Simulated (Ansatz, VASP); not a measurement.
# SnO: VASP beside Ansatz

Contents of INCAR:

```
PREC = Accurate ; ENCUT = 520
EDIFF = 1E-6 ; ISMEAR = 0
SIGMA = 0.15 ; LREAL = F
LASPH = T ; NELM = 80
ALGO = Normal ; ISIF = 2
LWAVE = F ; LCHARG = T
GGA = PE ; IVDW = 12
LELF = T ; LVHAR = T
NBANDS = 28
```

The input KPOINTS:

```
regular mesh
0
Gamma
  14 14 12
```

The input POSCAR:

```
SnO
1.0
    3.6831088220      0.0000000000      0.0000000000
    0.0000000000      3.6831088220      0.0000000000
    0.0000000000      0.0000000000      5.1532524170
Sn O
2 2
Direct
    0.0000000000      0.5000000000      0.2385000000
    0.5000000000      0.0000000000      0.7615000000
    0.0000000000      0.0000000000      0.0000000000
    0.5000000000      0.5000000000      0.0000000000
```

Input for Ansatz:

```yaml
crystal:
  lattice:
    - [3.683108822, 0.0, 0.0]
    - [0.0, 3.683108822, 0.0]
    - [0.0, 0.0, 5.153252417]
  atoms:
    - { symbol: Sn, position: [0.0, 0.5, 0.2385] }
    - { symbol: Sn, position: [0.5, 0.0, 0.7615] }
    - { symbol: O, position: [0.0, 0.0, 0.0] }
    - { symbol: O, position: [0.5, 0.5, 0.0] }
basis:
  ecutwfc: 650.0
kpoints:
  mp_grid: { grid: [14, 14, 12] }
hamiltonian:
  xc: pbe
  dispersion: d3bj
scf:
  occupations: { method: gaussian, width: 0.15 }
output:
  forces: true
  stress: true
  eigenvalues: true
```

Alike in both runs: task single point; functional PBE; dispersion D3(BJ); k mesh 14 × 14 × 12; occupations gaussian, width 0.15 eV; no spin polarisation.

|  | VASP | Ansatz |
| --- | --- | --- |
| version | VASP 6.6.1 | Ansatz 0.2.0 |
| potentials or method | VASP PAW PBE potentials, release 64 (Sn_d, O), cutoff 520 eV | scalar-relativistic, plane waves, PAW |
| valence electrons in the cell | 40 | 40 |

|  | VASP | Ansatz | Ansatz less VASP |
| --- | --- | --- | --- |
| gap on the k mesh at the Fermi level (eV) | none | none | - |
| pressure (GPa) | 3.6 | 3.3 | -0.30 |
| traceless stress, the component that is largest in VASP (GPa) | -6.03 | -6.08 | -0.046 |
| rms of the force components (eV/Å) | 0.054 | 0.093 | +0.0384 |

Atom by atom the forces differ by 0.038 eV/Å (rms over components). A gap of «none» marks a metal or a gap that the smearing closes.
